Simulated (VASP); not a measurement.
Here is a VASP 6.6.1 calculation.

The input INCAR:

```
PREC = Accurate
ENCUT = 600
EDIFF = 1E-6
ISMEAR = 0
SIGMA = 0.01
LREAL = F
LASPH = T
NELM = 120
ALGO = Normal
ISIF = 2
LWAVE = F
LCHARG = F
NBANDS = 11
GGA_COMPAT = F
```

Contents of KPOINTS:

```
regular mesh
0
Gamma
  8 8 8
```

The input POSCAR:

```
BeS
1.0
    0.0000000000      2.3980497692      2.3980497692
    2.3980497692      0.0000000000      2.3980497692
    2.3980497692      2.3980497692      0.0000000000
Be S
1 1
Direct
    0.0000000000      0.0000000000      0.0000000000
    0.2500000000      0.2500000000      0.2500000000
```

Potentials or basis: VASP PAW LDA potentials, release 64 (Be, S).

Launch:

```console
$ cat potpaw_LDA.64/Be/POTCAR potpaw_LDA.64/S/POTCAR > POTCAR
$ mpirun -np 1 vasp_std > vasp.out
```

Problem. Predict the pressure.

Solution. 0.1 GPa.

Problem. Predict the band gap on the k mesh.

Solution. 2.83 eV, indirect (least direct gap 5.53 eV).

A k mesh can miss the band edges. LDA gaps usually lie below the measured ones, often by a third to a half.
